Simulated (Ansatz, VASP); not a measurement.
**In6As in VASP and in Ansatz**

```
In As
1.0
     0.00000    4.62111    4.62111
     4.62111    0.00000    4.62111
     4.62111    4.62111    0.00000
In As
6 1
Direct
  0.50000 0.50000 0.00000
  0.50000 0.00000 0.50000
  0.00000 0.00000 0.50000
  0.00000 0.50000 0.00000
  0.00000 0.50000 0.50000
  0.50000 0.00000 0.00000
  0.00000 0.00000 0.00000
```

Change from the starting cell: species swapped into the Zn6Mo type (Fm-3m, No. 225).

Alike in both runs: functional PBE; k mesh 6 × 6 × 6; occupations gaussian, width 0.1 eV; no spin polarisation.

Ansatz relaxed the structure, and its values are those at the end. VASP's run is a single point on that final structure, the one shown.

|  | VASP | Ansatz |
| --- | --- | --- |
| version | VASP 6.6.1 | Ansatz 0.2.0 |
| potentials or method | VASP PAW PBE potentials, release 64 (In_d, As), cutoff 520 eV | scalar-relativistic, plane waves, PAW |
| valence electrons in the cell | 83 | 93 |

|  | VASP | Ansatz | Ansatz less VASP |
| --- | --- | --- | --- |
| gap on the k mesh at the Fermi level (eV) | none | none | - |
| pressure (GPa) | 0.0 | 0.0 | 0.00 |

A gap of «none» marks a metal or a gap that the smearing closes. The functional is the same, so the differences come from potentials, cutoffs and numerics. VASP's potentials hold 83 valence electrons a cell and Ansatz's 93, so a difference there can come from the potentials and not from the codes.
